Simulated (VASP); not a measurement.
# TaSiO4 (P-43m) in VASP: relaxation of cell and atoms with PBE

Aim: the relaxation of cell and atoms of TaSiO4 with PBE.

Everything below comes from runs of VASP 6.6.1. Logs are shortened: lines on timing, memory, paths and dates and some standing lists are left out, and cuts for length are marked.

## (1) The cell of the first run

It takes space group P-43m (No. 215, cubic). Conventional cell: a = 4.136 Å, b = 4.136 Å, c = 4.136 Å, α = 90.00°, β = 90.00°, γ = 90.00°. Within 2.6 Å of Ta (site symmetry -43m) lie 4 O at 1.94 Å. Within 2.2 Å of Si (site symmetry -43m) lie 4 O at 1.65 Å. Within 2.2 Å of O (site symmetry 3m) lie 1 Si at 1.65 Å and 1 Ta at 1.94 Å.

The cell was built from a structure type or drawn by symmetry, and may not be a known phase.

## (2) Relaxation of cell and atoms, PBE, collinear spin

Contents of INCAR:

```
PREC = Accurate ; ENCUT = 600
EDIFF = 1E-6 ; ISMEAR = 0
SIGMA = 0.1 ; LREAL = F
LASPH = T ; NELM = 150
ALGO = Normal ; ISIF = 3
LWAVE = F ; LCHARG = F
ISPIN = 2 ; MAGMOM = 0.39 0 0 0 0 0
LORBIT = 11 ; LMAXMIX = 4
GGA = PE ; IBRION = 2
NSW = 100 ; EDIFFG = -0.01
```

Contents of KPOINTS:

```
regular mesh
0
Gamma
  10 10 10
```

Contents of POSCAR:

```
TaSiO4
1.0
    4.1361397057      0.0000000000      0.0000000000
    0.0000000000      4.1361397057      0.0000000000
    0.0000000000      0.0000000000      4.1361397057
Ta Si O
1 1 4
Direct
    0.0000000000      0.0000000000      0.0000000000
    0.5000000000      0.5000000000      0.5000000000
    0.2701937040      0.2701937040      0.2701937040
    0.7298062960      0.7298062960      0.2701937040
    0.7298062960      0.2701937040      0.7298062960
    0.2701937040      0.7298062960      0.7298062960
```

Potentials or basis: VASP PAW PBE potentials, release 64 (Ta_pv, Si, O).

On the command line:

```bash
$ cat potpaw_PBE.64/Ta_pv/POTCAR potpaw_PBE.64/Si/POTCAR potpaw_PBE.64/O/POTCAR > POTCAR
$ mpirun -np 1 vasp_std > vasp.out
```

OUTCAR:

```text
PREC = Accurate
   ENCUT = 600
   EDIFF = 1E-6
   ISMEAR = 0
   LREAL = F
   LASPH = T
   NELM = 150
   ISIF = 3
   ISPIN = 2
   LORBIT = 11
   GGA = PE
   IBRION = 2
   NSW = 100
   EDIFFG = -0.01

 ion  position               nearest neighbor table
   1  0.000  0.000  0.000-   3 1.94   4 1.94   5 1.94   6 1.94
   2  0.500  0.500  0.500-   3 1.65   4 1.65   5 1.65   6 1.65
   3  0.270  0.270  0.270-   2 1.65   1 1.94
   4  0.730  0.730  0.270-   2 1.65   1 1.94
   5  0.730  0.270  0.730-   2 1.65   1 1.94
   6  0.270  0.730  0.730-   2 1.65   1 1.94

  LATTYP: Found a simple cubic cell.
 ALAT       =     4.1361397057

  Lattice vectors:

 A1 = (   4.1361397057,   0.0000000000,   0.0000000000)
 A2 = (   0.0000000000,   4.1361397057,   0.0000000000)
 A3 = (   0.0000000000,   0.0000000000,   4.1361397057)

Analysis of symmetry for initial positions (statically):
=====================================================================
 Subroutine PRICEL returns:
 Original cell was already a primitive cell.

 Routine SETGRP: Setting up the symmetry group for a
 simple cubic supercell.

 Subroutine GETGRP returns: Found 24 space group operations
 (whereof 24 operations were pure point group operations)
 out of a pool of 48 trial point group operations.

The static configuration has the point symmetry T_d .

Analysis of symmetry for dynamics (positions and initial velocities):
=====================================================================
 Subroutine PRICEL returns:
 Original cell was already a primitive cell.

 Routine SETGRP: Setting up the symmetry group for a
 simple cubic supercell.

 Subroutine GETGRP returns: Found 24 space group operations
 (whereof 24 operations were pure point group operations)
 out of a pool of 48 trial point group operations.

The dynamic configuration has the point symmetry T_d .

Analysis of structural, dynamic, and magnetic symmetry:
=====================================================================
 Subroutine PRICEL returns:
 Original cell was already a primitive cell.

 Routine SETGRP: Setting up the symmetry group for a
 simple cubic supercell.

 Subroutine GETGRP returns: Found 24 space group operations
 (whereof 24 operations were pure point group operations)
 out of a pool of 48 trial point group operations.

The overall configuration has the point symmetry T_d .

 Subroutine INISYM returns: Found 24 space group operations
 (whereof 24 operations are pure point group operations),
 and found     1 'primitive' translations
[... 123 lines left out ...]
     AMIX_MAG =   1.60;   BMIX_MAG =  1.00
  volume/ion in A,a.u.               =      11.79        79.58
  Fermi-wavevector in a.u.,A,eV,Ry     =   1.342253  2.536491 24.512856  1.801644
  Thomas-Fermi vector in A             =   2.470422
   LORBIT       =     11    0 simple, 1 ext, 2 COOP (PROOUT), +10 PAW based schemes
   GGA     = PE    functional components
   LHFCALC =     F    Hartree Fock is set to
   AEXX    =    0.0000 exact exchange contribution
   IVDW    =     0    specifies the selected vdW correction
   LEPSILON=     F    determine dielectric tensor
   LRPA    =     F    only Hartree local field effects (RPA)
 conjugate gradient relaxation of ions
 spin polarized calculation
 Gauss-broadening in eV      SIGMA  =   0.10
  energy-cutoff  :      600.00
  volume of cell :       70.76
 maximum number of plane-waves:      2393
 NGX is ok and might be reduce to    36
   NGX = 17   NGY = 17   NGZ = 17

--------------------------------------- Ionic step        1  -------------------------------------------

 number of electron      39.0000002 magnetization       1.0001367

 Free energy of the ion-electron system (eV)
  ---------------------------------------------------
  ext. energy  EPLUGINS =         0.00000000
  ---------------------------------------------------
  free energy    TOTEN  =       -50.61889045 eV

  energy without entropy =      -50.60725967  energy(sigma->0) =      -50.61307506

------------------------ aborting loop because EDIFF is reached ----------------------------------------

  FORCE on cell =-STRESS in cart. coord.  units (eV):
  Direction    XX          YY          ZZ          XY          YZ          ZX
  --------------------------------------------------------------------------------------
  -------------------------------------------------------------------------------------
  Total        0.3042423      0.3042423      0.3042423     -0.0000000     -0.0000000      0.0000000
  in kB        6.8888162      6.8888162      6.8888162     -0.0000000     -0.0000000      0.0000000
  external PRESSURE =       6.8888162 kB  Pullay stress =       0.0000000 kB
[... 67 lines left out ...]
--------------------------------------- Ionic step        3  -------------------------------------------

 number of electron      39.0000000 magnetization       1.0000000

 Free energy of the ion-electron system (eV)
  ---------------------------------------------------
  ext. energy  EPLUGINS =         0.00000000
  ---------------------------------------------------
  free energy    TOTEN  =       -50.62321713 eV

  energy without entropy =      -50.61134393  energy(sigma->0) =      -50.61728053

 E-fermi :   6.7745     XC(G=0): -10.6972

 val. band max:        6.7739710327   @ k =   0.5000   0.4000   0.4000
 cond. band min:       6.7814730753   @ k =   0.2000   0.2000   0.2000
 fundamental gap:      0.0075020425
 Fermi energy:         6.7744733100

 spin component 1

 k-point     1 :       0.0000    0.0000    0.0000
  band No.  band energies     occupation
      1     -31.0079      1.00000
      2     -31.0079      1.00000
      3     -31.0079      1.00000
      4     -16.3409      1.00000
      5     -14.3049      1.00000
      6     -14.3049      1.00000
[... 613 lines left out ...]
     22       7.3799      0.00000
     23       7.9045      0.00000

 [... further k-points ...]

 spin component 2

 k-point     1 :       0.0000    0.0000    0.0000
  band No.  band energies     occupation
      1     -30.5150      1.00000
      2     -30.5150      1.00000
      3     -30.5150      1.00000
      4     -16.3030      1.00000
      5     -14.2858      1.00000
      6     -14.2858      1.00000
[... 648 lines left out ...]
  FREE ENERGIE OF THE ION-ELECTRON SYSTEM (eV)
  ---------------------------------------------------
  free  energy   TOTEN  =       -50.6232171288 eV

  energy  without entropy=      -50.6113439304  energy(sigma->0) =      -50.61728053

 reached required accuracy - stopping structural energy minimisation

 total charge

# of ion       s       p       d       tot
------------------------------------------
    1        0.293   6.219   2.311   8.823
    2        0.634   0.971   0.000   1.605
    3        1.551   3.587   0.000   5.138
    4        1.551   3.587   0.000   5.138
    5        1.551   3.587   0.000   5.138
    6        1.551   3.587   0.000   5.138
--------------------------------------------------
tot          7.132  21.538   2.311  30.982

 magnetization (x)

# of ion       s       p       d       tot
------------------------------------------
    1        0.009   0.007   0.703   0.720
    2        0.003   0.019   0.000   0.023
    3        0.000  -0.003   0.000  -0.002
    4        0.000  -0.003   0.000  -0.002
    5        0.000  -0.003   0.000  -0.002
    6        0.000  -0.003   0.000  -0.002
--------------------------------------------------
tot          0.014   0.017   0.703   0.734
```

OSZICAR:

```text
N       E                     dE             d eps       ncg     rms          rms(c)
DAV:   1     0.326788697591E+03    0.32679E+03   -0.23468E+04  5152   0.182E+03
DAV:   2    -0.408840596437E+02   -0.36767E+03   -0.36344E+03  6507   0.436E+02
[... 27 lines left out ...]
DAV:   1    -0.506284381990E+02   -0.16112E-01   -0.22704E+00  5152   0.120E+01    0.130E+00
DAV:   2    -0.506244944575E+02    0.39437E-02   -0.71030E-02  6342   0.198E+00    0.768E-01
DAV:   3    -0.506234416695E+02    0.10528E-02   -0.23291E-03  6332   0.470E-01    0.365E-01
DAV:   4    -0.506232102600E+02    0.23141E-03   -0.14281E-03  6335   0.309E-01    0.403E-02
DAV:   5    -0.506232187767E+02   -0.85167E-05   -0.16294E-04  6293   0.969E-02    0.365E-02
DAV:   6    -0.506232176669E+02    0.11098E-05   -0.42548E-06  6293   0.144E-02    0.265E-02
DAV:   7    -0.506232171288E+02    0.53809E-06   -0.29089E-06  4292   0.161E-02
   3 F= -.50623217E+02 E0= -.50617281E+02  d E =-.432668E-02  mag=     1.0000
```

It took 8.9 min on 1 thread of Oxide Virtual Turin-like, shared host; peak memory 0.33 GiB.

What came out:

```
Free energy                                           : -50.6232 eV
Relaxed volume                                        : 11.83 Å³/atom
Relaxed cell                                          : a = 4.140 Å, b = 4.140 Å, c = 4.140 Å, α = 90.00°, β = 90.00°, γ = 90.00°
Space group after relaxing (to 0.1 Å)                 : P-43m (No. 215)
Energy gained by relaxing                             : 0.7 meV/atom
Ionic steps                                           : 3
Pressure after relaxing                               : 0.1 GPa
Largest force after relaxing                          : 0.005 eV/Å
Band gap on the k mesh                                : zero (filled and empty bands overlap)
Net moment                                            : 1.00 μB per cell
Site moments                                          : Ta +0.72; Si +0.02; O -0.00 μB
Valence electrons inside the program's atomic spheres : Ta 8.82; Si 1.60; O 5.14
```

Forces in eV/Å, atoms in the order of the input:
```
Ta   0.000  0.000  0.000
Si   0.000  0.000  0.000
O   -0.003 -0.003 -0.003
O    0.003  0.003 -0.003
O    0.003 -0.003  0.003
O   -0.003  0.003  0.003
```

Step by step:
| step | energy change (eV) | largest force (eV/Å) | pressure (GPa) | volume (Å³) |
| --- | --- | --- | --- | --- |
| 1 | 0.0000 | 0.3240 | 0.69 | 70.76 |
| 2 | 0.0066 | 0.5275 | -0.72 | 71.28 |
| 3 | -0.0043 | 0.0047 | 0.07 | 70.96 |

Final structure:
```
CELL_PARAMETERS angstrom
4.14004 0.00000 0.00000
0.00000 4.14004 0.00000
0.00000 0.00000 4.14004
ATOMIC_POSITIONS crystal
Ta 0.00000 0.00000 0.00000
Si 0.50000 0.50000 0.50000
O 0.27104 0.27104 0.27104
O 0.72896 0.72896 0.27104
O 0.72896 0.27104 0.72896
O 0.27104 0.72896 0.72896
```

Caveat: spin-orbit coupling is left out, which moves the levels of the heavy elements.
